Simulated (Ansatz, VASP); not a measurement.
**Pd in VASP and in Ansatz**

```xyz
1
Lattice="0.0583 1.9741 1.9741 1.9741 0.0583 1.9741 1.9741 1.9741 0.0583" Properties=species:S:1:pos:R:3 pbc="T T T"
Pd    0.0000    0.0000    0.0000
```

Change from the starting cell: equal xy, yz and zx shear strains of +3 %.

Alike in both runs: task single point; functional PBE; k mesh 18 × 18 × 18; occupations fermi-dirac, width 0.05 eV; no spin polarisation.

```csv
,VASP,Ansatz
version,VASP 6.6.1,Ansatz 0.2.0
potentials or method,"VASP PAW PBE potentials, release 64 (Pd), cutoff 520 eV","all-electron LAPW, scalar-relativistic"
```

|  | VASP | Ansatz | Ansatz less VASP |
| --- | --- | --- | --- |
| pressure (GPa) | 7.8 | 8.1 | +0.26 |
| traceless stress, the component that is largest in VASP (GPa) | -2.47 | -2.46 | +0.007 |

Ansatz ran all-electron here, and VASP with PAW potentials.
